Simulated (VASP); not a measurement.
Runs of VASP 6.6.1 on RbCl. The structure is cubic, space group Fm-3m (No. 225). Conventional cell: a = 6.548 Å, b = 6.548 Å, c = 6.548 Å, α = 90.00°, β = 90.00°, γ = 90.00°. Rb (site symmetry m-3m) has 6 Cl at 3.27 Å within 4.3 Å. Within 4.3 Å of Cl (site symmetry m-3m) lie 6 Rb at 3.27 Å. 

| task | level | potentials or basis | spin | cutoff (eV) | gap on the mesh (eV) | pressure (GPa) |
| --- | --- | --- | --- | --- | --- | --- |
| single point | PBEsol | VASP PAW PBE potentials, release 64 (Rb_sv, Cl) | off | 500 | 4.89 | 0.0 |
| electric field gradients | PBEsol | VASP PAW PBE potentials, release 64 (Rb_sv, Cl) | off | 400 | 4.89 | 0.0 |
| single point | PBE | VASP PAW PBE potentials, release 64 (Rb_sv, Cl) | off | 500 | 5.05 | 1.2 |
| single point | LDA | VASP PAW LDA potentials, release 64 (Rb_sv, Cl) | off | 500 | 4.60 | -1.4 |
| electric field gradients | LDA | VASP PAW LDA potentials, release 64 (Rb_sv, Cl) | off | 400 | 4.60 | -1.4 |
| electric field gradients | r2SCAN | VASP PAW PBE potentials, release 64 (Rb_sv, Cl) | off | 440 | (a) | 0.5 |
| single point | PBE | VASP PAW PBE potentials, release 64 (Rb_sv, Cl) | non-collinear, zero start, SOC | 500 | - | 1.2 |

Alike in all rows: cell as given; k mesh 6 × 6 × 6; smearing fermi-dirac 0.03 eV.

Task: Estimate the missing entries.

Result: (a) 5.65.

Caveats: the PAW data sets were made with another functional, which shifts forces and pressure a little (at least some runs).

A k mesh can miss the band edges, and rows without SOC leave out spin-orbit coupling on Rb.
